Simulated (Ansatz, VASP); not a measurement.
Two plane-wave programs on KF

INCAR

```
ALGO = Normal
EDIFF = 1E-6
ENCUT = 520
GGA = PE
ISIF = 2
ISMEAR = 0
LASPH = T
LCHARG = F
LREAL = F
LWAVE = F
NBANDS = 15
NELM = 80
PREC = Accurate
SIGMA = 0.1
```

File KPOINTS:

```
k-points
0
Gamma
  6 6 6
```

Contents of POSCAR:

```
KF
1.0
   -1.8684508800      1.8684508800      2.7307727400
    1.8684508800     -1.8684508800      2.7307727400
    1.8684508800      1.8684508800     -2.7307727400
K F
1 1
Direct
    0.9532159400      0.9532159400      0.0000000000
    0.5467840600      0.5467840600      0.0000000000
```

Input for Ansatz:

```yaml
crystal:
  lattice:
    - [-1.86845088, 1.86845088, 2.73077274]
    - [1.86845088, -1.86845088, 2.73077274]
    - [1.86845088, 1.86845088, -2.73077274]
  atoms:
    - { symbol: K, position: [0.95321594, 0.95321594, 0.0] }
    - { symbol: F, position: [0.54678406, 0.54678406, 0.0] }
basis:
  ecutwfc: 420
kpoints:
  mp_grid: { grid: [6, 6, 6] }
hamiltonian:
  xc: pbe
scf:
  occupations: { method: gaussian, width: 0.1 }
  lower_state_search: "off"
output:
  forces: true
  stress: true
  eigenvalues: true
```

Alike in both runs: task single point; functional PBE; k mesh 6 × 6 × 6; occupations gaussian, width 0.1 eV; no spin polarisation.

```csv
,VASP,Ansatz
version,VASP 6.6.1,Ansatz 0.2.0
potentials or method,"VASP PAW PBE potentials, release 64 (K_sv, F), cutoff 520 eV","scalar-relativistic, plane waves, PAW"
valence electrons in the cell,16,16
```

|  | VASP | Ansatz | Ansatz less VASP |
| --- | --- | --- | --- |
| gap on the k mesh at the Fermi level (eV) | 6.13 | 6.14 | +0.016 |
| least direct gap on the mesh (eV) | 6.20 | 6.21 | +0.019 |
| pressure (GPa) | 5.5 | 5.3 | -0.20 |
| traceless stress, the component that is largest in VASP (GPa) | 8.38 | 8.03 | -0.353 |
| rms of the force components (eV/Å) | 0.892 | 0.853 | -0.0387 |

Atom by atom the forces differ by 0.039 eV/Å (rms over components).
